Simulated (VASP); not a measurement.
Wanted: the native input for a VASP 6.6.1 run.

```
Task                   : single point
Functional             : PBE
Potentials or basis    : VASP PAW PBE potentials, release 64 (Ge_d, F)
Cutoff                 : 520 eV
k mesh                 : 7 × 5 × 1
Occupations            : gaussian, width 0.1 eV
Spin                   : no spin polarisation
Dipole correction      : yes
Further INCAR settings : ALGO = Normal; EDIFF = 1e-06; NBANDS = 54
```

The structure of Ge6F lies in POSCAR:

```
Ge6F
1.0
    4.0740542126      0.0000000000      0.0000000000
    0.0000000000      5.7615827213      0.0000000000
    0.0000000000      0.0000000000     19.5242196736
Ge F
6 1
Direct
    0.5000000000      0.0000000000      0.2048737449
    0.0000000000      0.2500000000      0.2048737449
    0.0000000000      0.5005156572      0.3087424246
    0.5000000000      0.7494843428      0.3087424246
    0.5000000000      0.0069199665      0.4109879835
    0.0000000000      0.2430800335      0.4109879835
    0.5000000000      0.6735866331      0.4451135128
```

The input as run:

INCAR

```
SYSTEM = Ge6F
PREC     = Accurate       ! precision mode
ENCUT    = 520            ! plane-wave cutoff, eV
EDIFF    = 1E-6           ! SCF threshold, eV
ISMEAR   = 0              ! smearing method
SIGMA    = 0.1            ! smearing width, eV
LREAL    = .False.        ! projectors in reciprocal space
LASPH    = .True.         ! aspherical terms in the spheres
NELM     = 60             ! most SCF steps
ALGO     = Normal         ! electronic algorithm
ISIF     = 2              ! what is computed and relaxed
LWAVE    = .False.        ! write WAVECAR
LCHARG   = .True.         ! write CHGCAR
LDIPOL   = .True.       
IDIPOL   = 3            
DIPOL    = 0.5 0.5 0.328
GGA      = PE             ! functional
LELF     = .True.         ! ELF
LVHAR    = .True.       
LVACPOTAV= .True.       
NBANDS   = 54             ! bands
```

KPOINTS

```
Automatic mesh
0
Gamma
  7 5 1
  0 0 0
```

Potentials or basis: VASP PAW PBE potentials, release 64 (Ge_d, F).

Launch:

```console
$ cat potpaw_PBE.64/Ge_d/POTCAR potpaw_PBE.64/F/POTCAR > POTCAR
$ mpirun -np 1 vasp_std > vasp.out
```

It gave:

```yaml
Largest_force: 1.533 eV/Å
Band_gap_on_the_k_mesh: zero (an odd number of electrons rules out a gap without spin polarisation)
```

Caveat: an odd number of electrons without spin polarisation forces a metal; a magnetic or distorted state may lie lower.

It took 5.6 min on 1 thread of Intel(R) Xeon(R) 6975P-C (Granite Rapids) (shared host), peak memory 0.62 GiB.
